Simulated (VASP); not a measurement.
# La8ZnGa7O24 (a cell with a defect) in VASP: single point with PBEsol

Aim: the single point of La8ZnGa7O24 (a cell with a defect) with PBEsol.

Everything below comes from runs of VASP 6.6.1. Logs are shortened: lines on timing, memory, paths and dates and some standing lists are left out, and cuts for length are marked.

## Step 1: The cell of the first run

The cell holds a defect, 40 atoms: a = 7.729 Å, b = 7.729 Å, c = 7.729 Å, α = 90.00°, β = 90.00°, γ = 90.00°.

## Step 2: Single point, PBEsol, collinear spin

Input file INCAR:

```
SYSTEM = La8ZnGa7O24
PREC     = Accurate       ! precision mode
ENCUT    = 520            ! plane-wave cutoff, eV
EDIFF    = 1E-6           ! SCF threshold, eV
ISMEAR   = -1             ! smearing method
SIGMA    = 0.05           ! smearing width, eV
LREAL    = Auto         
LASPH    = .TRUE.         ! aspherical terms in the spheres
NELM     = 150            ! most SCF steps
ALGO     = Normal         ! electronic algorithm
ISIF     = 2              ! what is computed and relaxed
LWAVE    = .FALSE.        ! write WAVECAR
LCHARG   = .FALSE.        ! write CHGCAR
ISPIN    = 2              ! spin polarisation
MAGMOM   = 0 0 0 0 0 0 0 0.125 0.125 0 0 0 0 0 0 0 0.125 0.125 0 0 0 0 0 0 0.125 0 0 0 0.125 0 0 0 0.125 0 0.125 0 0 0 0 0 ! initial moments
LORBIT   = 11             ! projections on sites
LMAXMIX  = 6              ! l up to which the mixer works
GGA      = PS             ! functional
ISYM     = 0            
NBANDS   = 198            ! bands
```

Input file KPOINTS:

```
Automatic mesh
0
Gamma
  1 1 1
  0.25 0.25 0.25
```

Input file POSCAR:

```
La8ZnGa7O24
1.0
    7.7293080000      0.0000000000      0.0000000000
    0.0000000000      7.7293080000      0.0000000000
    0.0000000000      0.0000000000      7.7293080000
La Zn Ga O
8 1 7 24
Direct
    0.0144150000      0.9982830000      0.0236710000
    0.0219040000      0.9981540000      0.5174790000
    0.9858150000      0.5053770000      0.9820620000
    0.9463380000      0.5021060000      0.4946680000
    0.5095240000      0.9922830000      0.0085470000
    0.5191430000      0.9840320000      0.5226840000
    0.4932110000      0.5059130000      0.9745760000
    0.2812580000      0.3041180000      0.2881150000
    0.5439440000      0.5041110000      0.5665080000
    0.2571390000      0.2500970000      0.7528180000
    0.2582170000      0.7600280000      0.2553220000
    0.2533560000      0.7424960000      0.7406560000
    0.7514140000      0.2499190000      0.2475420000
    0.7534010000      0.2423970000      0.7530190000
    0.7333170000      0.7409340000      0.2492120000
    0.7538440000      0.7547690000      0.7539560000
    0.2216070000      0.3111450000      0.9861790000
    0.2804240000      0.1610320000      0.5294950000
    0.2325000000      0.7016890000      0.9849140000
    0.2670650000      0.8018320000      0.5006960000
    0.8165430000      0.2184600000      0.9941100000
    0.6807040000      0.2955440000      0.4953880000
    0.7727980000      0.7842520000      0.9993540000
    0.7020750000      0.7005550000      0.5014120000
    0.9886910000      0.2189520000      0.3026350000
    0.9999210000      0.2860340000      0.7006200000
    0.9858150000      0.7968890000      0.2763500000
    0.9987740000      0.7109950000      0.7195930000
    0.5288090000      0.2614760000      0.1593530000
    0.5090680000      0.2074610000      0.7917980000
    0.4899580000      0.6998620000      0.2158600000
    0.5047210000      0.7832940000      0.7732060000
    0.2748780000      0.9995220000      0.2065830000
    0.2148370000      0.9958920000      0.8033060000
    0.1388880000      0.5497070000      0.2655750000
    0.3174920000      0.4935860000      0.6737500000
    0.7107410000      0.9913440000      0.2812070000
    0.7821180000      0.9978080000      0.7078300000
    0.7825930000      0.5004980000      0.2103780000
    0.7250930000      0.4985250000      0.7775270000
```

Potentials or basis: VASP PAW PBE potentials, release 64 (La, Zn, Ga_d, O).

Started as:

```console
> cat potpaw_PBE.64/La/POTCAR potpaw_PBE.64/Zn/POTCAR potpaw_PBE.64/Ga_d/POTCAR potpaw_PBE.64/O/POTCAR > POTCAR
> mpirun -np 1 vasp_std > vasp.out
```

OUTCAR:

```text
SYSTEM = La8ZnGa7O24
   PREC = Accurate
   ENCUT = 520
   EDIFF = 1E-6
   ISMEAR = -1
   LREAL = Auto
   LASPH = .TRUE.
   NELM = 150
   ISIF = 2
   ISPIN = 2
   LORBIT = 11
   GGA = PS
   ISYM = 0

 ion  position               nearest neighbor table
   1  0.014  0.998  0.024-  21 2.30  34 2.30  33 2.46  23 2.50  27 2.51  25 2.76  11 3.19
   2  0.022  0.998  0.517-  18 2.36  38 2.37  25 2.39  20 2.43  27 2.44  26 2.64  34 2.67  28 2.72
                            12 3.18  10 3.23  11 3.29   8 3.57
   3  0.986  0.505  0.982-  17 2.36  39 2.36  19 2.44  35 2.51  40 2.56  21 2.58  28 2.58  23 2.72
                            26 2.76  16 3.17  14 3.24   8 3.64
   4  0.946  0.502  0.495-  35 2.34  26 2.34  28 2.41  24 2.43  39 2.54  22 2.60  25 2.66  40 2.78
                            13 3.12  15 3.12   9 3.16  16 3.17  14 3.20   8 3.40
   5  0.510  0.992  0.009-  30 2.36  33 2.37  29 2.39  32 2.43  23 2.59  37 2.62  31 2.77  34 2.78
                            15 3.20  11 3.26  16 3.29  13 3.30
   6  0.519  0.984  0.523-  18 2.30  37 2.38  20 2.41  32 2.48  38 2.49  24 2.61  30 2.70  22 2.72
                            16 3.10  14 3.23  12 3.25  15 3.28   8 3.58
   7  0.493  0.506  0.975-  40 2.35  29 2.38  31 2.39  19 2.52  17 2.58  32 2.65  36 2.69  30 2.71
                            12 3.17   9 3.18  10 3.19  16 3.27   8 3.32
   8  0.281  0.304  0.288-  18 2.17  29 2.18  35 2.20  25 2.36  17 2.38  33 2.44   7 3.32   9 3.34
                             4 3.40   2 3.57   6 3.58   3 3.64
   9  0.544  0.504  0.567-  36 1.94  22 2.00  24 2.01  40 2.15  16 2.91  14 2.97   4 3.16   7 3.18
                             8 3.34
  10  0.257  0.250  0.753-  18 1.87  17 1.88  30 2.00  34 2.03  36 2.03  26 2.05   7 3.19   2 3.23
[... 21 lines left out ...]
  25  0.989  0.219  0.303-  13 1.90   8 2.36   2 2.39   4 2.66   1 2.76
  26  1.000  0.286  0.701-  14 1.98  10 2.05   4 2.34   2 2.64   3 2.76
  27  0.986  0.797  0.276-  15 2.01  11 2.13   2 2.44   1 2.51
  28  0.999  0.711  0.720-  16 1.94  12 1.99   4 2.41   3 2.58   2 2.72
  29  0.529  0.261  0.159-  13 1.85   8 2.18   7 2.38   5 2.39
  30  0.509  0.207  0.792-  14 1.93  10 2.00   5 2.36   6 2.70   7 2.71
  31  0.490  0.700  0.216-  11 1.88  15 1.92   7 2.39   5 2.77
  32  0.505  0.783  0.773-  16 1.94  12 1.98   5 2.43   6 2.48   7 2.65
  33  0.275  1.000  0.207-  11 1.89   5 2.37   8 2.44   1 2.46
  34  0.215  0.996  0.803-  10 2.03  12 2.04   1 2.30   2 2.67   5 2.78
  35  0.139  0.550  0.266-  11 1.87   8 2.20   4 2.34   3 2.51
  36  0.317  0.494  0.674-   9 1.94  10 2.03  12 2.05   7 2.69
  37  0.711  0.991  0.281-  15 1.96  13 2.04   6 2.38   5 2.62
  38  0.782  0.998  0.708-  16 1.92  14 1.94   2 2.37   6 2.49
  39  0.783  0.500  0.210-  15 1.92  13 1.97   3 2.36   4 2.54
  40  0.725  0.499  0.778-  14 2.00  16 2.00   9 2.15   7 2.35   3 2.56   4 2.78

[... 203 lines left out ...]

 val. band max:        6.6822604359   @ k =  -0.2500  -0.2500   0.2500
 cond. band min:       7.0224497134   @ k =  -0.2500  -0.2500   0.2500
 fundamental gap:      0.3401892774
 Fermi energy:         6.8686283389

 spin component 1

 k-point     1 :       0.2500    0.2500    0.2500
  band No.  band energies     occupation
      1     -23.1490      1.00000
      2     -23.0632      1.00000
      3     -22.9925      1.00000
      4     -22.9508      1.00000
      5     -22.8630      1.00000
      6     -22.8293      1.00000
[... 717 lines left out ...]
    178      11.8553      0.00000
    179      11.8677      0.00000
 Fermi energy:         6.8686283389

 spin component 2

 k-point     1 :       0.2500    0.2500    0.2500
  band No.  band energies     occupation
      1     -23.1512      1.00000
      2     -23.0630      1.00000
      3     -22.9941      1.00000
      4     -22.9530      1.00000
      5     -22.8637      1.00000
      6     -22.8313      1.00000
[... 717 lines left out ...]
    178      11.8528      0.00000
    179      11.8642      0.00000
 [bands above 179 left out]

------------------------ aborting loop because EDIFF is reached ----------------------------------------

  FORCE on cell =-STRESS in cart. coord.  units (eV):
  Direction    XX          YY          ZZ          XY          YZ          ZX
  --------------------------------------------------------------------------------------
  -------------------------------------------------------------------------------------
  Total       30.4539894     27.3813835     31.9888072     -6.0966027     -6.7907658     -3.9020002
  in kB      105.6654324     95.0044899    110.9907505    -21.1532273    -23.5617472    -13.5386709
  external PRESSURE =     103.8868909 kB  Pullay stress =       0.0000000 kB

 VOLUME and BASIS-vectors are now :
 -----------------------------------------------------------------------------
  energy-cutoff  :      520.00
  volume of cell :      461.77
      direct lattice vectors                 reciprocal lattice vectors
     7.729308000  0.000000000  0.000000000     0.129377688  0.000000000  0.000000000
     0.000000000  7.729308000  0.000000000     0.000000000  0.129377688  0.000000000
     0.000000000  0.000000000  7.729308000     0.000000000  0.000000000  0.129377688

 POSITION                                       TOTAL-FORCE (eV/Angst)
 -----------------------------------------------------------------------------------
      0.11142      7.71604      0.18296         0.041106      0.077944     -0.060043
      0.16930      7.71504      3.99975         0.077050      0.009166     -0.038019
      7.61967      3.90621      7.59066         0.057524     -0.063505      0.050965
      7.31454      3.88093      3.82344         0.022106     -0.016389     -0.001873
      3.93827      7.66966      0.06606        -0.045410      0.047392     -0.069498
      4.01262      7.60589      4.03999        -0.101201      0.017636      0.078500
[... 32 lines left out ...]
      6.04890      3.86850      1.62608         0.012751      0.049654     -0.025531
      5.60447      3.85325      6.00975         0.008849      0.008008      0.000698
 -----------------------------------------------------------------------------------
    total drift:                                0.009587      0.006287      0.001277

  FREE ENERGIE OF THE ION-ELECTRON SYSTEM (eV)
  ---------------------------------------------------
  free  energy   TOTEN  =      -296.8387328745 eV

  energy  without entropy=     -296.8256650546  energy(sigma->0) =     -296.83219896

 total charge

# of ion       s       p       d       f       tot
--------------------------------------------------
    1        2.034   5.685   0.671   0.250   8.639
    2        2.037   5.696   0.682   0.254   8.668
    3        2.035   5.699   0.661   0.249   8.643
    4        2.039   5.696   0.692   0.264   8.691
    5        2.034   5.695   0.653   0.252   8.634
    6        2.036   5.696   0.672   0.255   8.659
[... 32 lines left out ...]
   39        1.554   3.500   0.000   0.000   5.054
   40        1.559   3.501   0.000   0.000   5.060
--------------------------------------------------
tot         58.965 135.072  87.616   2.156 283.809

 magnetization (x)

# of ion       s       p       d       f       tot
--------------------------------------------------
    1        0.000  -0.002   0.001  -0.001  -0.002
    2       -0.000  -0.003   0.001  -0.001  -0.002
    3        0.000  -0.000   0.002  -0.000   0.002
    4        0.000   0.000   0.003   0.001   0.004
    5        0.000  -0.001   0.001  -0.000   0.000
    6       -0.000  -0.001   0.000  -0.001  -0.002
[... 32 lines left out ...]
   39        0.000  -0.003   0.000   0.000  -0.003
   40        0.000  -0.001   0.000   0.000  -0.001
--------------------------------------------------
tot         -0.007  -0.836  -0.012  -0.008  -0.864
```

Run time: 30 min. Hardware: 1 thread of Intel Xeon 6975P-C (Granite Rapids), shared host; peak memory 0.96 GiB.

Results:

| Quantity | Value |
| --- | --- |
| Free energy | -296.8387 eV |
| Pressure | 10.4 GPa |
| Largest force | 0.204 eV/Å |
| Band gap on the k mesh | 0.34 eV |
| Net moment | -0.98 μB per cell |
| Site moments | La -0.00, +0.00, -0.04 (each value once); Zn -0.00; Ga -0.00, +0.00 (each value once); O -0.01, -0.03, -0.00, +0.00, -0.32, -0.04, -0.02, -0.25, -0.08 (each value once) μB |
| Valence electrons inside the program's atomic spheres | La 8.64, 8.67, 8.69, 8.63, 8.66, 9.02 (each value once); Zn 10.80; Ga 11.77, 11.82, 11.73, 11.79, 11.76, 11.78, 11.83; O 5.04, 5.12, 5.02, 5.06, 5.05, 4.99, 5.03, 4.96, 5.10, 4.98, 5.01, 5.07 (each value once) |

Forces in eV/Å, atoms in the order of the input:
```
La   0.041  0.078 -0.060
La   0.077  0.009 -0.038
La   0.058 -0.064  0.051
La   0.022 -0.016 -0.002
La  -0.045  0.047 -0.069
La  -0.101  0.018  0.079
La  -0.020 -0.006 -0.019
La   0.019 -0.082  0.026
Zn  -0.033  0.015 -0.031
Ga  -0.014 -0.028 -0.003
Ga   0.044  0.000  0.010
Ga   0.005  0.031 -0.013
Ga   0.063  0.028 -0.007
Ga   0.000 -0.011  0.013
Ga  -0.006 -0.063 -0.022
Ga  -0.002  0.021  0.027
O   -0.017  0.004 -0.006
O   -0.022  0.080 -0.048
O   -0.019 -0.035  0.019
O    0.014  0.014 -0.023
O   -0.050 -0.002  0.029
O   -0.011 -0.016 -0.016
O    0.017 -0.007 -0.028
O   -0.002  0.046  0.012
O    0.001 -0.008 -0.026
O   -0.038  0.018 -0.008
O   -0.166 -0.005  0.118
O    0.033 -0.008 -0.045
O    0.013  0.001  0.017
O    0.039 -0.018  0.020
O    0.057  0.007 -0.035
O   -0.028 -0.034  0.034
O    0.014 -0.033 -0.021
O    0.025 -0.079  0.077
O   -0.010  0.043  0.004
O   -0.033 -0.004  0.020
O    0.026  0.008  0.006
O    0.027 -0.009 -0.017
O    0.013  0.050 -0.026
O    0.009  0.008  0.001
```

Levels at points of the mesh, in eV from the valence-band top:
Spin up:
```csv
k point,band 165,band 166,band 167,band 168,band 169,band 170
"(0.25, 0.25, 0.25)",-0.23,-0.18,-0.09,0.37,4.02,4.68
```
Spin down:
```csv
k point,band 164,band 165,band 166,band 167,band 168,band 169,band 170,band 171,band 172,band 173
"(0.25, 0.25, 0.25)",-0.41,-0.28,-0.22,-0.14,-0.07,4.01,4.67,4.77,4.95,5.00
```

Caveat: the PAW data sets were made with another functional, which shifts forces and pressure a little; spin-orbit coupling is left out, which moves the levels of the heavy elements.
